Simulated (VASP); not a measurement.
Here is a VASP 6.6.1 calculation.

File INCAR:

```
ALGO     = Normal         # electronic algorithm
EDIFF    = 1E-6           # SCF threshold, eV
ENCUT    = 500            # plane-wave cutoff, eV
GGA      = RP             # functional
GGA_COMPAT= F            
ISIF     = 2              # what is computed and relaxed
ISMEAR   = -1             # smearing method
IVDW     = 12             # dispersion correction
LASPH    = T              # aspherical terms in the spheres
LCHARG   = T              # write CHGCAR
LELF     = T              # ELF
LREAL    = F              # projectors in reciprocal space
LVHAR    = T            
LWAVE    = F              # write WAVECAR
NBANDS   = 13             # bands
NELM     = 120            # most SCF steps
PREC     = Accurate       # precision mode
SIGMA    = 0.05           # smearing width, eV
```

File KPOINTS:

```
k-points
0
Gamma
  14 14 14
```

File POSCAR:

```
W
1.0
    0.0000000000      2.0300000000      2.0300000000
    2.0300000000      0.0000000000      2.0300000000
    2.0300000000      2.0300000000      0.0000000000
W
1
Direct
    0.0000000000      0.0000000000      0.0000000000
```

Potentials or basis: VASP PAW PBE potentials, release 64 (W_sv).

Command:

```bash
$ cat potpaw_PBE.64/W_sv/POTCAR > POTCAR
$ mpirun -np 1 vasp_std > vasp.out
```

**Question.** What does it give for the pressure?

**Answer.** -44.4 GPa.

**Question.** Estimate the dispersion energy per atom.

**Answer.** -4.538 eV.

Caveat: the cell stands under tension; the dispersion term is far too large for a dense solid, which distorts pressure and volume; the PAW data sets were made with another functional, which shifts forces and pressure a little.
